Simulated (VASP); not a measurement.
Mg: single point with PBE

Crystal: Mg.

```
Mg
1.0
     4.12853    0.00000    0.00000
    -2.06427    3.57541    0.00000
     0.00000    0.00000    2.46138
Mg
3
Direct
  0.00000 0.00000 0.00000
  0.33333 0.66667 0.50000
  0.66667 0.33333 0.50000
```

This cell differs from its parent crystal: volume scaled by 0.52.

| Quantity | Value |
| --- | --- |
| Program | VASP 6.6.1 |
| Task | single point |
| Functional | PBE |
| Potentials or basis | VASP PAW PBE potentials, release 64 (Mg) |
| Cutoff | 520 eV |
| k mesh | 7 × 7 × 10 |
| Occupations | fermi-dirac, width 0.08 eV |
| Spin | no spin polarisation |
| Dipole correction | no |
| Further INCAR settings | ALGO = Normal; EDIFF = 1e-06; NBANDS = 10 |

```yaml
Pressure: 80.1 GPa
Band_gap_on_the_k_mesh: zero (band 3 reaches 11.29 eV, above the bottom of band 4 at 6.11 eV)
```

Stress tensor (GPa, compression positive):
```
80.12  0.00  0.00
 0.00 80.12  0.00
 0.00  0.00 79.98
```

Levels at points of the mesh, in eV from the Fermi level:
| k point | band 1 | band 2 | band 3 | band 4 | band 5 | band 6 | band 7 | band 8 |
| --- | --- | --- | --- | --- | --- | --- | --- | --- |
| (0.00, 0.00, 0.00) | -10.18 | -0.19 | -0.19 | -0.17 | -0.17 | 2.93 | 3.61 | 13.45 |
| (0.00, 0.00, 0.50) | -4.40 | -4.10 | 4.18 | 4.18 | 4.23 | 4.23 | 5.94 | 5.94 |

Run time: 10 s on 1 thread of Intel(R) Xeon(R) Platinum 8259CL CPU @ 2.50GHz (Skylake/Cascade Lake) (shared host), peak memory 0.15 GiB.
